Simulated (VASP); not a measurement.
# Zn (Im-3m) in VASP: notebook

The runs below take Zn through single point, with PBEsol.

Program: VASP 6.6.1. These are calculated values, not measurements. Logs are shortened: lines on timing, memory, paths and dates and some standing lists are left out, and cuts for length are marked.

**1. The cell of the first run**

Symmetry: Im-3m, No. 229, cubic system. Conventional cell: a = 3.138 Å, b = 3.138 Å, c = 3.138 Å, α = 90.00°, β = 90.00°, γ = 90.00°. Within 3.6 Å of Zn (site symmetry m-3m) lie 14 Zn at 2.72 to 3.14 Å.

**2. Single point, PBEsol**

Input file INCAR:

```
SYSTEM = Zn
ALGO = Normal ; EDIFF = 1E-6
ENCUT = 520 ; GGA = PS
ISIF = 2 ; ISMEAR = 1
LASPH = .TRUE. ; LCHARG = .TRUE.
LELF = .TRUE. ; LREAL = .FALSE.
LVHAR = .TRUE. ; LWAVE = .FALSE.
NBANDS = 12 ; NELM = 80
PREC = Accurate ; SIGMA = 0.05
```

Input file KPOINTS:

```
k-points
0
G
  10 10 10
  0 0 0
```

Input file POSCAR:

```
Zn
1.0
   -1.5690370000      1.5690370000      1.5690370000
    1.5690370000     -1.5690370000      1.5690370000
    1.5690370000      1.5690370000     -1.5690370000
Zn
1
Direct
    0.0000000000      0.0000000000      0.0000000000
```

Potentials or basis: VASP PAW PBE potentials, release 64 (Zn).

On the command line:

```sh
$ cat potpaw_PBE.64/Zn/POTCAR > POTCAR
$ mpirun -np 1 vasp_std > vasp.out
```

OUTCAR:

```text
SYSTEM = Zn
   EDIFF = 1E-6
   ENCUT = 520
   GGA = PS
   ISIF = 2
   ISMEAR = 1
   LASPH = .TRUE.
   LREAL = .FALSE.
   NELM = 80
   PREC = Accurate

 ion  position               nearest neighbor table
   1  0.000  0.000  0.000-

  LATTYP: Found a body centered cubic cell.
 ALAT       =     3.1380740000

  Lattice vectors:

 A1 = (  -1.5690370000,   1.5690370000,   1.5690370000)
 A2 = (   1.5690370000,  -1.5690370000,   1.5690370000)
 A3 = (   1.5690370000,   1.5690370000,  -1.5690370000)

Analysis of symmetry for initial positions (statically):
=====================================================================
 Subroutine PRICEL returns:
 Original cell was already a primitive cell.

 Routine SETGRP: Setting up the symmetry group for a
 body centered cubic supercell.

 Subroutine GETGRP returns: Found 48 space group operations
 (whereof 48 operations were pure point group operations)
 out of a pool of 48 trial point group operations.

The static configuration has the point symmetry O_h .

Analysis of symmetry for dynamics (positions and initial velocities):
=====================================================================
 Subroutine PRICEL returns:
 Original cell was already a primitive cell.

 Routine SETGRP: Setting up the symmetry group for a
 body centered cubic supercell.

 Subroutine GETGRP returns: Found 48 space group operations
 (whereof 48 operations were pure point group operations)
 out of a pool of 48 trial point group operations.

The dynamic configuration has the point symmetry O_h .

 Subroutine INISYM returns: Found 48 space group operations
 (whereof 48 operations are pure point group operations),
 and found     1 'primitive' translations

----------------------------------------------------------------------------------------

                                     Primitive cell

  volume of cell :      15.4511

  direct lattice vectors                    reciprocal lattice vectors
    -1.569037000  1.569037000  1.569037000     0.000000000  0.318666800  0.318666800
     1.569037000 -1.569037000  1.569037000     0.318666800  0.000000000  0.318666800
     1.569037000  1.569037000 -1.569037000     0.318666800  0.318666800  0.000000000

  length of vectors
     2.717651803  2.717651803  2.717651803     0.450662911  0.450662911  0.450662911

  position of ions in fractional coordinates (direct lattice)
     0.000000000  0.000000000  0.000000000

  ion indices of the primitive-cell ions
   primitive index   ion index
                 1           1

----------------------------------------------------------------------------------------

 KPOINTS: k-points

Automatic generation of k-mesh.
 Grid dimensions read from file:
 generate k-points for:   10   10   10

 Generating k-lattice:

  Cartesian coordinates                     Fractional coordinates (reciprocal lattice)
     0.000000000  0.031866680  0.031866680     0.100000000  0.000000000  0.000000000
     0.031866680  0.000000000  0.031866680     0.000000000  0.100000000  0.000000000
     0.031866680  0.031866680  0.000000000     0.000000000  0.000000000  0.100000000

  Length of vectors
     0.045066291  0.045066291  0.045066291

  Shift w.r.t. Gamma in fractional coordinates (k-lattice)
     0.000000000  0.000000000  0.000000000

 Subroutine IBZKPT returns following result:
 ===========================================

 Found     47 irreducible k-points:

 Following reciprocal coordinates:
            Coordinates               Weight
  0.000000  0.000000  0.000000      1.000000
  0.100000  0.000000  0.000000     12.000000
  0.200000  0.000000  0.000000     12.000000
  0.300000  0.000000  0.000000     12.000000
  0.400000  0.000000  0.000000     12.000000
  0.500000  0.000000  0.000000      6.000000
[... 16 lines left out ...]
  0.300000  0.300000  0.100000      8.000000
 -0.300000  0.300000  0.100000     24.000000
 [... further k-points ...]
   k-points           NKPTS =     47   k-points in BZ     NKDIM =     47   number of bands    NBANDS=     12
   number of dos      NEDOS =    301   number of ions     NIONS =      1
   total plane-waves  NPLWV =   8000
   dimension x,y,z NGX =    20 NGY =   20 NGZ =   20
   dimension x,y,z NGXF=    40 NGYF=   40 NGZF=   40
   ions per type =               1
   NGX,Y,Z   is equivalent  to a cutoff of  12.23, 12.23, 12.23 a.u.
   NGXF,Y,Z  is equivalent  to a cutoff of  24.47, 24.47, 24.47 a.u.
 SYSTEM =  Zn
   PREC   = accura    normal or accurate (medium, high low for compatibility)
   ISTART =      0    job   : 0-new  1-cont  2-samecut
   ICHARG =      2    charge: 1-file 2-atom 10-const
   ISPIN  =      1    spin polarized calculation?
   LNONCOLLINEAR =      F non collinear calculations
   LSORBIT =      F    spin-orbit coupling
   LASPH  =      T    aspherical Exc in radial PAW
   ENCUT  =  520.0 eV  38.22 Ry    6.18 a.u.   5.05  5.05  5.05*2*pi/ulx,y,z
   NELM   =     80;   NELMIN=  2; NELMDL= -5     # of ELM steps
   EDIFF  = 0.1E-05   stopping-criterion for ELM
   LREAL  =      F    real-space projection
   EDIFFG = 0.1E-04   stopping-criterion for IOM
   NSW    =      0    number of steps for IOM
   IBRION =     -1    ionic relax: 0-MD 1-quasi-New 2-CG
   NFREE  =      0    steps in history (QN), initial steepest desc. (CG)
   ISIF   =      2    stress and relaxation
   ISYM   =      2    0-nonsym 1-usesym 2-fastsym
   POTIM  = 0.5000    time-step for ionic-motion
   TEBEG  =    0.0;   TEEND  =   0.0 temperature during run
   PSTRESS=    0.0 pullay stress
   NELECT =      12.0000    total number of electrons
   NUPDOWN=      -1.0000    fix difference up-down
   EMIN   =  10.00;   EMAX   =-10.00  energy-range for DOS
   EFERMI =   0.00;   METHOD = LEGACY
   ISMEAR =     1;   SIGMA  =   0.05  broadening in eV -4-tet -1-fermi 0-gaus
   EFERMI_NEDOS =   21; number of points for ismear=-14 and -15
   IALGO  =     38    algorithm
   IMIX   =      4    mixing-type and parameters
     AMIX     =   0.40;   BMIX     =  1.00
     AMIX_MAG =   1.60;   BMIX_MAG =  1.00
  volume/ion in A,a.u.               =      15.45       104.27
  Fermi-wavevector in a.u.,A,eV,Ry     =   1.504811  2.843681 30.809811  2.264457
  Thomas-Fermi vector in A             =   2.615742
   LORBIT       =      0    0 simple, 1 ext, 2 COOP (PROOUT), +10 PAW based schemes
   GGA     = PS    functional components
   LHFCALC =     F    Hartree Fock is set to
   AEXX    =    0.0000 exact exchange contribution
   IVDW    =     0    specifies the selected vdW correction
   LEPSILON=     F    determine dielectric tensor
   LRPA    =     F    only Hartree local field effects (RPA)
 non-spin polarized calculation
 Methfessel and Paxton  Order N= 1 SIGMA  =   0.05
  energy-cutoff  :      520.00
  volume of cell :       15.45
 maximum number of plane-waves:       429
   NGX = 11   NGY = 11   NGZ = 11

 number of electron      12.0000023 magnetization

 Free energy of the ion-electron system (eV)
  ---------------------------------------------------
  ext. energy  EPLUGINS =         0.00000000
  ---------------------------------------------------
  free energy    TOTEN  =        -1.48181709 eV

  energy without entropy =       -1.48147642  energy(sigma->0) =       -1.48170353

 E-fermi :   3.1505     XC(G=0): -11.6304

 val. band max:        3.0952753627   @ k =  -0.4000   0.4000   0.4000
 cond. band min:       3.1671357561   @ k =   0.4000   0.1000   0.0000
 fundamental gap:      0.0718603934
 Fermi energy:         3.1505022713

 k-point     1 :       0.0000    0.0000    0.0000
  band No.  band energies     occupation
      1      -7.4353      2.00000
      2      -4.8053      2.00000
      3      -4.8053      2.00000
      4      -4.8053      2.00000
      5      -4.3034      2.00000
      6      -4.3034      2.00000
      7      21.8447      0.00000
      8      21.8447      0.00000
      9      21.8447      0.00000
     10      23.6372      0.00000
     11      23.6372      0.00000
     12      23.6372      0.00000

 k-point     2 :       0.1000    0.0000    0.0000
  band No.  band energies     occupation
      1      -7.1219      2.00000
      2      -4.8343      2.00000
      3      -4.7978      2.00000
      4      -4.7321      2.00000
      5      -4.3293      2.00000
      6      -4.3016      2.00000
      7      18.2668      0.00000
      8      20.0288      0.00000
      9      20.5935      0.00000
     10      21.9561      0.00000
     11      22.0806      0.00000
     12      23.4382      0.00000

 k-point     3 :       0.2000    0.0000    0.0000
  band No.  band energies     occupation
      1      -6.2537      2.00000
      2      -4.9100      2.00000
      3      -4.7305      2.00000
      4      -4.5348      2.00000
      5      -4.3682      2.00000
      6      -4.2956      2.00000
      7      13.2862      0.00000
      8      17.6632      0.00000
      9      18.5432      0.00000
     10      20.2668      0.00000
     11      20.9885      0.00000
     12      24.3899      0.00000
[... 286 lines left out ...]
 k-point    23 :       0.3000    0.3000    0.1000
  band No.  band energies     occupation
      1      -5.1361      2.00000
      2      -4.7968      2.00000
      3      -4.7968      2.00000
      4      -4.2702      2.00000
      5      -4.2702      2.00000
      6       3.9574     -0.00000
      7       3.9575     -0.00000
      8       4.0467     -0.00000
      9      10.1506      0.00000
     10      28.3025      0.00000
     11      28.3025      0.00000
     12      29.5101      0.00000

 k-point    24 :      -0.3000    0.3000    0.1000
  band No.  band energies     occupation
      1      -5.3373      2.00000
      2      -4.9240      2.00000
      3      -4.5444      2.00000
      4      -4.4065      2.00000
      5      -4.2910      2.00000
      6      -3.5623      2.00000
      7       8.9960      0.00000
      8      14.1286      0.00000
      9      15.6956      0.00000
     10      20.4417      0.00000
     11      21.2398      0.00000
     12      23.3246      0.00000

 [... further k-points ...]

------------------------ aborting loop because EDIFF is reached ----------------------------------------

  FORCE on cell =-STRESS in cart. coord.  units (eV):
  Direction    XX          YY          ZZ          XY          YZ          ZX
  --------------------------------------------------------------------------------------
  -------------------------------------------------------------------------------------
  Total       -0.4719894     -0.4719894     -0.4719894     -0.0000000     -0.0000000     -0.0000000
  in kB      -48.9421746    -48.9421746    -48.9421746     -0.0000000     -0.0000000     -0.0000000
  external PRESSURE =     -48.9421746 kB  Pullay stress =       0.0000000 kB

 VOLUME and BASIS-vectors are now :
 -----------------------------------------------------------------------------
  energy-cutoff  :      520.00
  volume of cell :       15.45
      direct lattice vectors                 reciprocal lattice vectors
    -1.569037000  1.569037000  1.569037000     0.000000000  0.318666800  0.318666800
     1.569037000 -1.569037000  1.569037000     0.318666800  0.000000000  0.318666800
     1.569037000  1.569037000 -1.569037000     0.318666800  0.318666800  0.000000000

 POSITION                                       TOTAL-FORCE (eV/Angst)
 -----------------------------------------------------------------------------------
      0.00000      0.00000      0.00000        -0.000000     -0.000000      0.000000
 -----------------------------------------------------------------------------------
    total drift:                                0.000000     -0.000000      0.000000

  FREE ENERGIE OF THE ION-ELECTRON SYSTEM (eV)
  ---------------------------------------------------
  free  energy   TOTEN  =        -1.4818170906 eV

  energy  without entropy=       -1.4814764230  energy(sigma->0) =       -1.48170353
```

Run time: 5.5 s. Hardware: 1 thread of Intel Xeon 6975P-C, shared host; peak memory 0.12 GiB.

What came out:

```
Free energy            : -1.4818 eV
Pressure               : -4.9 GPa
Band gap on the k mesh : zero (band 6 reaches 7.07 eV, above the bottom of band 7 at 1.91 eV)
```

Levels at points of the mesh, in eV from the Fermi level:
| k point | band 4 | band 5 | band 6 | band 7 | band 8 | band 9 |
| --- | --- | --- | --- | --- | --- | --- |
| (0.00, 0.00, 0.00) | -7.96 | -7.45 | -7.45 | 18.69 | 18.69 | 18.69 |
| (0.50, 0.00, 0.00) | -7.42 | -7.12 | -2.89 | -1.24 | 11.01 | 12.41 |
| (0.50, 0.50, 0.50) | -7.20 | -7.20 | 3.92 | 3.92 | 3.92 | 7.19 |

Caveat: the PAW data sets were made with another functional, which shifts forces and pressure a little.

**3. Single point, PBEsol**

This run uses another cell than the first one, of 15.84 Å³/atom, 1.025 times its volume.

Input file INCAR:

```
SYSTEM = Zn
PREC = Accurate ; ENCUT = 520
EDIFF = 1E-6 ; ISMEAR = 1
SIGMA = 0.05 ; LREAL = .FALSE.
LASPH = .TRUE. ; NELM = 100
ALGO = Normal ; ISIF = 2
LWAVE = .FALSE. ; LCHARG = .FALSE.
GGA = PS ; NBANDS = 12
```

Input file KPOINTS:

```
Automatic mesh
0
G
  10 10 10
  0 0 0
```

Input file POSCAR:

```
Zn
1.0
   -1.5820048360      1.5820048360      1.5820048360
    1.5820048360     -1.5820048360      1.5820048360
    1.5820048360      1.5820048360     -1.5820048360
Zn
1
Direct
    0.0000000000      0.0000000000      0.0000000000
```

Potentials or basis: VASP PAW PBE potentials, release 64 (Zn).

On the command line:

```sh
$ cat potpaw_PBE.64/Zn/POTCAR > POTCAR
$ mpirun -np 1 vasp_std > vasp.out
```

Run time: 5.4 s. Hardware: 1 thread of Intel Xeon 6975P-C, shared host; peak memory 0.13 GiB.

The run converged. Its results:

```yaml
Free_energy: -1.4681 eV
Pressure: -6.3 GPa
Band_gap_on_the_k_mesh: zero (band 6 reaches 6.86 eV, above the bottom of band 7 at 1.70 eV)
```

Levels at points of the mesh, in eV from the Fermi level:
```csv
k point,band 3,band 4,band 5,band 6,band 7,band 8,band 9,band 10
"(0.00, 0.00, 0.00)",-7.86,-7.86,-7.38,-7.38,18.32,18.32,18.32,20.30
"(0.50, 0.00, 0.00)",-7.41,-7.35,-7.07,-2.77,-1.25,10.83,12.27,14.84
"(0.50, 0.50, 0.50)",-7.14,-7.14,-7.14,3.91,3.91,3.91,6.93,8.24
```

Caveat: the PAW data sets were made with another functional, which shifts forces and pressure a little.

**4. Single point, PBEsol**

This run uses another cell than the first one, of 17.00 Å³/atom, 1.100 times its volume.

Input file INCAR:

```
SYSTEM = Zn
ALGO = Normal
EDIFF = 1E-7
ENCUT = 520
GGA = PS
ISIF = 2
ISMEAR = 1
LASPH = .TRUE.
LCHARG = .FALSE.
LREAL = .FALSE.
LWAVE = .FALSE.
NBANDS = 12
NELM = 80
PREC = Accurate
SIGMA = 0.05
```

Input file KPOINTS:

```
k-points
0
G
  10 10 10
  0 0 0
```

Input file POSCAR:

```
Zn
1.0
   -1.6196856955      1.6196856955      1.6196856955
    1.6196856955     -1.6196856955      1.6196856955
    1.6196856955      1.6196856955     -1.6196856955
Zn
1
Direct
    0.0000000000      0.0000000000      0.0000000000
```

On the command line:

```sh
$ cat potpaw_PBE.64/Zn/POTCAR > POTCAR
$ mpirun -np 1 vasp_std > vasp.out
```

It took 5.6 s on 1 thread of Intel Xeon 6975P-C, shared host; peak memory 0.14 GiB.

Results (log left out):

- Free energy: -1.4113 eV
- Pressure: -9.1 GPa
- Band gap on the k mesh: zero (band 6 reaches 6.27 eV, above the bottom of band 7 at 1.11 eV)

Levels at points of the mesh, in eV from the Fermi level:
| k point | band 3 | band 4 | band 5 | band 6 | band 7 | band 8 | band 9 | band 10 |
| --- | --- | --- | --- | --- | --- | --- | --- | --- |
| (0.00, 0.00, 0.00) | -7.61 | -7.61 | -7.19 | -7.19 | 17.30 | 17.30 | 17.30 | 19.76 |
| (0.50, 0.00, 0.00) | -7.21 | -7.16 | -6.91 | -2.41 | -1.29 | 10.36 | 11.87 | 14.35 |
| (0.50, 0.50, 0.50) | -6.97 | -6.97 | -6.97 | 3.87 | 3.87 | 3.87 | 6.23 | 8.06 |

Caveat: the PAW data sets were made with another functional, which shifts forces and pressure a little.

**5. The runs side by side**

| cell | gap on the mesh (eV) | pressure (GPa) |
| --- | --- | --- |
| a = 2.718 Å, angles 109.5°, 1 atom | none | -4.9 |
| a = 2.740 Å, angles 109.5°, 1 atom | none | -6.3 |
| a = 2.805 Å, angles 109.5°, 1 atom | none | -9.1 |

Alike in all rows: task single point; level PBEsol; potentials or basis VASP PAW PBE potentials, release 64 (Zn); no spin polarisation; k mesh 10 × 10 × 10; cutoff (eV) 520; smearing methfessel-paxton 0.05 eV.

Caveats: the PAW data sets were made with another functional, which shifts forces and pressure a little.

Absolute energies hang on the potentials; compare differences alone.
